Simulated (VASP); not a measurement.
Crystal: Cd3O.

```
Cd O
1.0
     5.95000    0.00000    0.00000
    -2.97500    5.15285    0.00000
     0.00000    0.00000    5.03000
Cd O
6 2
Cartesian
  4.1055 0.0000 3.7725
  0.9223 1.5974 3.7725
  -0.9223 1.5974 1.2575
  1.8445 0.0000 1.2575
  2.0528 3.5555 1.2575
  -2.0528 3.5555 3.7725
  0.0000 0.0000 0.0000
  0.0000 0.0000 2.5150
```

* Program: VASP 6.6.1
* Task: relaxation of cell and atoms
* Functional: PBE
* Potentials or basis: VASP PAW PBE potentials, release 64 (Cd, O)
* Cutoff: 600 eV
* k mesh: 3 × 3 × 3
* Occupations: gaussian, width 0.2 eV
* Spin: no spin polarisation

At the start: pressure 10.1 GPa; volume 19.28 Å³/atom.

Task: Where does the relaxation end?

Result: Over 20 steps the energy falls by 352.7 meV/atom and the volume is 19.30 Å³/atom (+0.1 %); space group P6_3/mcm (No. 193, to 0.1 Å) before and after.

The path:
| step | energy change (eV) | largest force (eV/Å) | pressure (GPa) | volume (Å³) |
| --- | --- | --- | --- | --- |
| 1 | 0.0000 | 2.4820 | 10.07 | 154.22 |
| 2 | -0.9241 | 0.1532 | -5.54 | 182.79 |
| 3 | -1.1088 | 0.4320 | -2.39 | 173.06 |
| 4 | -1.3468 | 0.4066 | -2.07 | 167.78 |
| 5 | -2.0468 | 0.2390 | 1.05 | 151.98 |
| 6 | -0.4300 | 0.9795 | 26.68 | 121.00 |
| 7 | -2.2488 | 0.3660 | 3.72 | 145.94 |
| 8 | -2.1961 | 0.0506 | 9.70 | 134.99 |
| 9 | -2.3203 | 0.2540 | 6.14 | 140.66 |
| 10 | -2.4192 | 0.0560 | 5.70 | 140.62 |
| 11 | -2.4877 | 0.2543 | 5.34 | 140.46 |
| 12 | -2.5692 | 0.2669 | 3.75 | 143.02 |
| 13 | -2.6803 | 0.3092 | -0.15 | 150.78 |
| 14 | -2.6819 | 0.3154 | -0.58 | 151.78 |
| 15 | -2.7091 | 0.2605 | -0.46 | 151.93 |
| 16 | -2.7723 | 0.0848 | -0.11 | 152.33 |
| 17 | -2.8001 | 0.2924 | 0.72 | 153.00 |
| 18 | -2.8082 | 0.1622 | 0.41 | 152.79 |
| 19 | -2.8198 | 0.0978 | -0.08 | 153.79 |
| 20 | -2.8216 | 0.0603 | -0.36 | 154.38 |

Final structure:
```
Cd O
1.0
     5.28377    0.00000    0.00000
    -2.64188    4.57587    0.00000
     0.00000    0.00000    6.38498
Cd O
6 2
Cartesian
  3.4589 0.0000 4.7887
  0.9124 1.5804 4.7887
  -0.9124 1.5804 1.5962
  1.8249 0.0000 1.5962
  1.7295 2.9955 1.5962
  3.5543 2.9955 4.7887
  0.0000 0.0000 0.0000
  0.0000 0.0000 3.1925
```

Caveat: the k points lie up to 0.46 Å⁻¹ apart in the final cell, too coarse for converged energies and pressures of a metal; a cell axis changed by over 15 % at a fixed basis, so the end point is rough; the relaxation stopped at a loose force limit of 0.08 eV/Å, so its end isn't a converged minimum.
